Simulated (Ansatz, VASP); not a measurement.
**Two plane-wave programs on AlNi**

```xyz
2
Lattice="2.8943 0.0000 0.0000 0.0000 2.8943 0.0000 0.0000 0.0000 2.8901" Properties=species:S:1:pos:R:3 pbc="T T T"
Al    0.0000    0.0000    0.0000
Ni    1.4472    1.4472    1.4450
```

Alike in both runs: task single point; functional LDA; k mesh 20 × 20 × 18; occupations gaussian, width 0.1 eV; no spin polarisation.

|  | VASP | Ansatz |
| --- | --- | --- |
| version | VASP 6.6.1 | Ansatz 0.2.0 |
| potentials or method | VASP PAW LDA potentials, release 64 (Al, Ni), cutoff 520 eV | scalar-relativistic, plane waves, PAW |
| valence electrons in the cell | 13 | 21 |

|  | VASP | Ansatz | Ansatz less VASP |
| --- | --- | --- | --- |
| gap on the k mesh at the Fermi level (eV) | none | none | - |
| pressure (GPa) | -10.1 | -10.3 | -0.18 |

LDA's correlation is that of Perdew and Zunger in VASP and of Perdew and Wang (1992) in Ansatz. A gap of «none» marks a metal or a gap that the smearing closes. VASP's potentials hold 13 valence electrons a cell and Ansatz's 21, so a difference there can come from the potentials and not from the codes.
